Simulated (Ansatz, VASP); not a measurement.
## B3Pd: VASP beside Ansatz

```
B Pd
1.0
     3.51422    0.00000    0.00000
    -1.75711    3.04340    0.00000
     0.00000    0.00000    3.33087
B Pd
3 1
Direct
  0.50000 0.00000 0.50000
  0.00000 0.50000 0.50000
  0.50000 0.50000 0.50000
  0.00000 0.00000 0.00000
```

Alike in both runs: functional PBE; k mesh 7 × 7 × 4; occupations gaussian, width 0.2 eV; no spin polarisation.

Ansatz relaxed the structure, and its values are those at the end. VASP's run is a single point on that final structure, the one shown.

|  | VASP | Ansatz |
| --- | --- | --- |
| version | VASP 6.6.1 | Ansatz 0.2.0 |
| potentials or method | VASP PAW PBE potentials, release 64 (B, Pd), cutoff 500 eV | scalar-relativistic, plane waves, PAW |
| valence electrons in the cell | 19 | 27 |

```tsv
	VASP	Ansatz	Ansatz less VASP
gap on the k mesh at the Fermi level (eV)	none	none	-
pressure (GPa)	0.3	0.3	-0.02
```

A gap of «none» marks a metal or a gap that the smearing closes. The functional is the same, so the differences come from potentials, cutoffs and numerics. VASP's potentials hold 19 valence electrons a cell and Ansatz's 27, so a difference there can come from the potentials and not from the codes.

The k mesh is coarse, so the values compare programs but aren't converged.
